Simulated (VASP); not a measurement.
# SiSn2 (Fmmm) in VASP: a series of runs

The runs below take SiSn2 through single point, with PBE.

Everything below comes from runs of VASP 6.6.1. Logs are shortened: lines on timing, memory, paths and dates and some standing lists are left out, and cuts for length are marked.

### 1 The cell of the first run

The structure is orthorhombic, space group Fmmm (No. 69). Conventional cell: a = 4.338 Å, b = 5.055 Å, c = 13.014 Å, α = 90.00°, β = 90.00°, γ = 90.00°. Within 4.0 Å of Si (site symmetry mmm) lie 8 Sn at 3.07 to 3.33 Å and 4 Si at 3.33 Å. Within 4.0 Å of Sn (site symmetry mm2) lie 8 Sn at 3.07 to 3.33 Å and 4 Si at 3.07 to 3.33 Å.

### 2 Single point, PBE

INCAR

```
PREC = Accurate
ENCUT = 520
EDIFF = 1E-6
ISMEAR = 0
SIGMA = 0.1
LREAL = F
LASPH = T
NELM = 100
ALGO = Normal
ISIF = 2
LWAVE = F
LCHARG = F
GGA = PE
NBANDS = 23
```

KPOINTS

```
regular mesh
0
Gamma
  6 6 6
```

POSCAR

```
SiSn2
1.0
    0.0000000000      2.5273127000      6.5069886200
    2.1689962100      0.0000000000      6.5069886200
    2.1689962100      2.5273127000      0.0000000000
Si Sn
1 2
Direct
    0.0000000000      0.0000000000      0.0000000000
    0.3333333300      0.3333333300      0.6666666700
    0.6666666700      0.6666666700      0.3333333300
```

Potentials or basis: VASP PAW PBE potentials, release 64 (Si, Sn_d).

Run with:

```sh
$ cat potpaw_PBE.64/Si/POTCAR potpaw_PBE.64/Sn_d/POTCAR > POTCAR
$ mpirun -np 1 vasp_std > vasp.out
```

OUTCAR:

```text
PREC = Accurate
   ENCUT = 520
   EDIFF = 1E-6
   ISMEAR = 0
   LREAL = F
   LASPH = T
   NELM = 100
   ISIF = 2
   GGA = PE

 ion  position               nearest neighbor table
   1  0.000  0.000  0.000-   3 3.07   3 3.07   2 3.07   2 3.07   2 3.33   3 3.33   3 3.33   2 3.33

   2  0.333  0.333  0.667-   3 3.07   3 3.07   1 3.07   1 3.07   3 3.33   3 3.33   1 3.33   1 3.33

   3  0.667  0.667  0.333-   2 3.07   2 3.07   1 3.07   1 3.07   2 3.33   2 3.33   1 3.33   1 3.33

  LATTYP: Found a face centered orthorhombic cell.
 ALAT       =     4.3379924200
 B/A-ratio  =     1.1651992237
 C/A-ratio  =     2.9999999954

  Lattice vectors:

 A1 = (   0.0000000000,   2.5273127000,   6.5069886200)
 A2 = (   2.1689962100,   0.0000000000,   6.5069886200)
 A3 = (   2.1689962100,   2.5273127000,   0.0000000000)

Analysis of symmetry for initial positions (statically):
=====================================================================
 Subroutine PRICEL returns:
 Original cell was already a primitive cell.

 Routine SETGRP: Setting up the symmetry group for a
 face centered orthorhombic supercell.

 Subroutine GETGRP returns: Found  8 space group operations
 (whereof  8 operations were pure point group operations)
 out of a pool of  8 trial point group operations.

The static configuration has the point symmetry D_2h.

Analysis of symmetry for dynamics (positions and initial velocities):
=====================================================================
 Subroutine PRICEL returns:
 Original cell was already a primitive cell.

 Routine SETGRP: Setting up the symmetry group for a
 face centered orthorhombic supercell.

 Subroutine GETGRP returns: Found  8 space group operations
 (whereof  8 operations were pure point group operations)
 out of a pool of  8 trial point group operations.

The dynamic configuration has the point symmetry D_2h.

 Subroutine INISYM returns: Found  8 space group operations
 (whereof  8 operations are pure point group operations),
 and found     1 'primitive' translations

----------------------------------------------------------------------------------------

                                     Primitive cell

  volume of cell :      71.3391

  direct lattice vectors                    reciprocal lattice vectors
     0.000000000  2.527312700  6.506988620    -0.230521380  0.197838597  0.076840460
     2.168996210  0.000000000  6.506988620     0.230521380 -0.197838597  0.076840460
     2.168996210  2.527312700  0.000000000     0.230521380  0.197838597 -0.076840460

  length of vectors
     6.980559461  6.858968250  3.330443520     0.313344337  0.313344337  0.313344337

  position of ions in fractional coordinates (direct lattice)
     0.000000000  0.000000000  0.000000000
     0.333333330  0.333333330  0.666666670
     0.666666670  0.666666670  0.333333330

  ion indices of the primitive-cell ions
   primitive index   ion index
                 1           1
                 2           2
                 3           3

----------------------------------------------------------------------------------------

 KPOINTS: regular mesh

Automatic generation of k-mesh.
 Grid dimensions read from file:
 generate k-points for:    6    6    6

 Generating k-lattice:

  Cartesian coordinates                     Fractional coordinates (reciprocal lattice)
    -0.038420230  0.032973100  0.012806743     0.166666667  0.000000000 -0.000000000
     0.038420230 -0.032973100  0.012806743     0.000000000  0.166666667  0.000000000
     0.038420230  0.032973100 -0.012806743    -0.000000000  0.000000000  0.166666667

  Length of vectors
     0.052224056  0.052224056  0.052224056

  Shift w.r.t. Gamma in fractional coordinates (k-lattice)
     0.000000000  0.000000000  0.000000000

 Subroutine IBZKPT returns following result:
 ===========================================

 Found     46 irreducible k-points:

 Following reciprocal coordinates:
            Coordinates               Weight
  0.000000  0.000000  0.000000      1.000000
  0.166667 -0.000000  0.000000      8.000000
  0.333333 -0.000000 -0.000000      8.000000
  0.500000 -0.000000  0.000000      4.000000
  0.166667  0.166667  0.000000      2.000000
  0.333333  0.166667 -0.000000      8.000000
[... 16 lines left out ...]
 -0.166667  0.166667  0.166667      8.000000
  0.500000  0.333333  0.166667      4.000000
 [... further k-points ...]
   k-points           NKPTS =     46   k-points in BZ     NKDIM =     46   number of bands    NBANDS=     23
   number of dos      NEDOS =    301   number of ions     NIONS =      3
   total plane-waves  NPLWV =  81648
   dimension x,y,z NGX =    54 NGY =   54 NGZ =   28
   dimension x,y,z NGXF=   108 NGYF=  108 NGZF=   56
   ions per type =               1   2
   NGX,Y,Z   is equivalent  to a cutoff of  12.86, 13.09, 13.98 a.u.
   NGXF,Y,Z  is equivalent  to a cutoff of  25.72, 26.18, 27.95 a.u.
 SYSTEM =  unknown system
   PREC   = accura    normal or accurate (medium, high low for compatibility)
   ISTART =      0    job   : 0-new  1-cont  2-samecut
   ICHARG =      2    charge: 1-file 2-atom 10-const
   ISPIN  =      1    spin polarized calculation?
   LNONCOLLINEAR =      F non collinear calculations
   LSORBIT =      F    spin-orbit coupling
   LASPH  =      T    aspherical Exc in radial PAW
   ENCUT  =  520.0 eV  38.22 Ry    6.18 a.u.  12.98 12.75  6.19*2*pi/ulx,y,z
   NELM   =    100;   NELMIN=  2; NELMDL= -5     # of ELM steps
   EDIFF  = 0.1E-05   stopping-criterion for ELM
   LREAL  =      F    real-space projection
   EDIFFG = 0.1E-04   stopping-criterion for IOM
   NSW    =      0    number of steps for IOM
   IBRION =     -1    ionic relax: 0-MD 1-quasi-New 2-CG
   NFREE  =      0    steps in history (QN), initial steepest desc. (CG)
   ISIF   =      2    stress and relaxation
   ISYM   =      2    0-nonsym 1-usesym 2-fastsym
   POTIM  = 0.5000    time-step for ionic-motion
   TEBEG  =    0.0;   TEEND  =   0.0 temperature during run
   PSTRESS=    0.0 pullay stress
   NELECT =      32.0000    total number of electrons
   NUPDOWN=      -1.0000    fix difference up-down
   EMIN   =  10.00;   EMAX   =-10.00  energy-range for DOS
   EFERMI =   0.00;   METHOD = LEGACY
   ISMEAR =     0;   SIGMA  =   0.10  broadening in eV -4-tet -1-fermi 0-gaus
   EFERMI_NEDOS =   21; number of points for ismear=-14 and -15
   IALGO  =     38    algorithm
   IMIX   =      4    mixing-type and parameters
     AMIX     =   0.40;   BMIX     =  1.00
     AMIX_MAG =   1.60;   BMIX_MAG =  1.00
  volume/ion in A,a.u.               =      23.78       160.47
  Fermi-wavevector in a.u.,A,eV,Ry     =   1.253186  2.368178 21.367613  1.570475
  Thomas-Fermi vector in A             =   2.387051
   LORBIT       =      0    0 simple, 1 ext, 2 COOP (PROOUT), +10 PAW based schemes
   GGA     = PE    functional components
   LHFCALC =     F    Hartree Fock is set to
   AEXX    =    0.0000 exact exchange contribution
   IVDW    =     0    specifies the selected vdW correction
   LEPSILON=     F    determine dielectric tensor
   LRPA    =     F    only Hartree local field effects (RPA)
 non-spin polarized calculation
 Gauss-broadening in eV      SIGMA  =   0.10
  energy-cutoff  :      520.00
  volume of cell :       71.34
 maximum number of plane-waves:      1936
 NGX is ok and might be reduce to    54
   NGX = 25   NGY = 25   NGZ = 13

 number of electron      32.0000002 magnetization

 Free energy of the ion-electron system (eV)
  ---------------------------------------------------
  ext. energy  EPLUGINS =         0.00000000
  ---------------------------------------------------
  free energy    TOTEN  =       -11.84705337 eV

  energy without entropy =      -11.83940849  energy(sigma->0) =      -11.84323093

 E-fermi :   8.1296     XC(G=0): -10.4296

 val. band max:        8.1003009810   @ k =  -0.3333   0.1667   0.5000
 cond. band min:       8.1332179325   @ k =  -0.3333   0.3333   0.3333
 fundamental gap:      0.0329169515
 Fermi energy:         8.1296140340

 k-point     1 :       0.0000    0.0000    0.0000
  band No.  band energies     occupation
      1     -13.5686      2.00000
      2     -13.4978      2.00000
      3     -13.4930      2.00000
      4     -13.4836      2.00000
      5     -13.4411      2.00000
      6     -13.4057      2.00000
[... 15 lines left out ...]
     22      14.7035      0.00000
     23      14.8628      0.00000

 k-point     2 :       0.1667   -0.0000    0.0000
  band No.  band energies     occupation
      1     -13.5426      2.00000
      2     -13.5035      2.00000
      3     -13.4726      2.00000
      4     -13.4619      2.00000
      5     -13.4368      2.00000
      6     -13.4100      2.00000
[... 15 lines left out ...]
     22      14.6397      0.00000
     23      15.3953      0.00000

 k-point     3 :       0.3333   -0.0000   -0.0000
  band No.  band energies     occupation
      1     -13.5114      2.00000
      2     -13.4963      2.00000
      3     -13.4870      2.00000
      4     -13.4298      2.00000
      5     -13.4286      2.00000
      6     -13.3957      2.00000
[... 15 lines left out ...]
     22      14.3228      0.00000
     23      15.4493      0.00000

 k-point     4 :       0.5000   -0.0000    0.0000
  band No.  band energies     occupation
      1     -13.5021      2.00000
      2     -13.5009      2.00000
      3     -13.4690      2.00000
      4     -13.4658      2.00000
      5     -13.4189      2.00000
      6     -13.4180      2.00000
[... 15 lines left out ...]
     22      15.6861      0.00000
     23      16.0627      0.00000

 k-point     5 :       0.1667    0.1667    0.0000
  band No.  band energies     occupation
      1     -13.5687      2.00000
      2     -13.4982      2.00000
      3     -13.4945      2.00000
      4     -13.4835      2.00000
      5     -13.4402      2.00000
      6     -13.4060      2.00000
[... 434 lines left out ...]
 k-point    22 :      -0.3333    0.1667    0.1667
  band No.  band energies     occupation
      1     -13.5146      2.00000
      2     -13.5009      2.00000
      3     -13.4606      2.00000
      4     -13.4477      2.00000
      5     -13.4353      2.00000
      6     -13.3925      2.00000
[... 15 lines left out ...]
     22      14.0679      0.00000
     23      15.6831      0.00000

 k-point    23 :      -0.1667    0.1667    0.1667
  band No.  band energies     occupation
      1     -13.4980      2.00000
      2     -13.4848      2.00000
      3     -13.4788      2.00000
      4     -13.4317      2.00000
      5     -13.4132      2.00000
      6     -13.3983      2.00000
[... 15 lines left out ...]
     22      14.2849      0.00000
     23      16.0956      0.00000

 k-point    24 :       0.5000    0.3333    0.1667
  band No.  band energies     occupation
      1     -13.5262      2.00000
      2     -13.4923      2.00000
      3     -13.4705      2.00000
      4     -13.4562      2.00000
      5     -13.4332      2.00000
      6     -13.4073      2.00000
[... 15 lines left out ...]
     22      14.1638      0.00000
     23      15.9802      0.00000

 [... further k-points ...]
[... 5 lines left out ...]
  --------------------------------------------------------------------------------------
  -------------------------------------------------------------------------------------
  Total        0.7997874      1.5066217     -0.8987116      0.0000000      0.0000000      0.0000000
  in kB       17.9621087     33.8366197    -20.1838078      0.0000000      0.0000000      0.0000000
  external PRESSURE =      10.5383069 kB  Pullay stress =       0.0000000 kB

 VOLUME and BASIS-vectors are now :
 -----------------------------------------------------------------------------
  energy-cutoff  :      520.00
  volume of cell :       71.34
      direct lattice vectors                 reciprocal lattice vectors
     0.000000000  2.527312700  6.506988620    -0.230521380  0.197838597  0.076840460
     2.168996210  0.000000000  6.506988620     0.230521380 -0.197838597  0.076840460
     2.168996210  2.527312700  0.000000000     0.230521380  0.197838597 -0.076840460

 POSITION                                       TOTAL-FORCE (eV/Angst)
 -----------------------------------------------------------------------------------
      0.00000      0.00000      0.00000         0.000000      0.000000      0.000000
      2.16900      2.52731      4.33799         0.000000     -0.000000      1.171147
      2.16900      2.52731      8.67598         0.000000     -0.000000     -1.171147
 -----------------------------------------------------------------------------------
    total drift:                                0.000000      0.000000      0.000000

  FREE ENERGIE OF THE ION-ELECTRON SYSTEM (eV)
  ---------------------------------------------------
  free  energy   TOTEN  =       -11.8470533673 eV

  energy  without entropy=      -11.8394084874  energy(sigma->0) =      -11.84323093
```

It took 79 s on 1 thread of Intel Xeon Platinum 8488C (Sapphire Rapids), shared host; peak memory 0.29 GiB.

What came out:

* Free energy: -11.8471 eV
* Pressure: 1.1 GPa
* Largest force: 1.171 eV/Å
* Band gap on the k mesh: zero (band 16 reaches 10.80 eV, above the bottom of band 17 at 5.53 eV)

Forces in eV/Å, atoms in the order of the input:
```
Si   0.000  0.000  0.000
Sn   0.000  0.000  1.171
Sn   0.000  0.000 -1.171
```

Caveat: spin-orbit coupling is left out, which moves the levels of the heavy elements; forces of over 1 eV/Å act on the atoms, so gaps and moduli don't describe the material at rest.

### 3 Single point, PBE

This run uses another cell than the first one, of 24.25 Å³/atom, 1.020 times its volume.

INCAR

```
PREC     = Accurate       # precision mode
ENCUT    = 520            # plane-wave cutoff, eV
EDIFF    = 1E-6           # SCF threshold, eV
ISMEAR   = 0              # smearing method
SIGMA    = 0.1            # smearing width, eV
LREAL    = False          # projectors in reciprocal space
LASPH    = True           # aspherical terms in the spheres
NELM     = 80             # most SCF steps
ALGO     = Fast           # electronic algorithm
ISIF     = 2              # what is computed and relaxed
LWAVE    = False          # write WAVECAR
LCHARG   = False          # write CHGCAR
GGA      = PE             # functional
NBANDS   = 23             # bands
```

KPOINTS is that of step 2.

POSCAR

```
SiSn2
1.0
    0.0000000000      2.5760461213      6.0433595558
    2.3363947550      0.0000000000      6.0433595558
    2.3363947550      2.5760461213      0.0000000000
Si Sn
1 2
Direct
    0.0000000000      0.0000000000      0.0000000000
    0.3609865414      0.3609865414      0.6390134586
    0.6390134586      0.6390134586      0.3609865414
```

Potentials or basis: VASP PAW PBE potentials, release 64 (Si, Sn_d).

Run with:

```sh
$ cat potpaw_PBE.64/Si/POTCAR potpaw_PBE.64/Sn_d/POTCAR > POTCAR
$ mpirun -np 1 vasp_std > vasp.out
```

Wall time 84 s (1 thread of Intel Xeon Platinum 8488C (Sapphire Rapids), shared host); peak memory 0.27 GiB.

The run converged. Its results:

- Free energy: -12.2685 eV
- Pressure: -0.1 GPa
- Largest force: 0.028 eV/Å
- Band gap on the k mesh: zero (band 16 reaches 9.28 eV, above the bottom of band 17 at 6.00 eV)

Forces on the atoms (eV/Å):
```
Si   0.000  0.000  0.000
Sn   0.000  0.000  0.028
Sn   0.000  0.000 -0.028
```

Stress tensor (GPa, compression positive):
```
-0.08  0.00  0.00
 0.00 -0.23  0.00
 0.00  0.00  0.04
```

Levels at points of the mesh, in eV from the Fermi level:
```
           k point  band 12  band 13  band 14  band 15  band 16  band 17  band 18  band 19  band 20  band 21
(0.00, 0.00, 0.00)    -7.66    -6.27     0.05     0.94     1.29     2.19     2.57     3.30     4.24     6.78
(0.50, 0.00, 0.00)    -8.19    -6.35    -4.47    -1.64    -0.46     2.30     3.13     4.25     4.36     5.43
(0.50, 0.50, 0.00)    -9.50    -2.58    -1.65    -0.28     0.63     2.44     4.06     4.12     4.86     5.44
(0.50, 0.00, 0.50)    -4.96    -4.79    -4.02    -3.74    -1.86    -0.88    -0.66    -0.50     0.98     4.44
(0.00, 0.50, 0.50)    -5.07    -4.76    -4.31    -4.20    -2.61    -0.18     0.20     0.51     1.79     3.04
```

Caveat: spin-orbit coupling is left out, which moves the levels of the heavy elements.
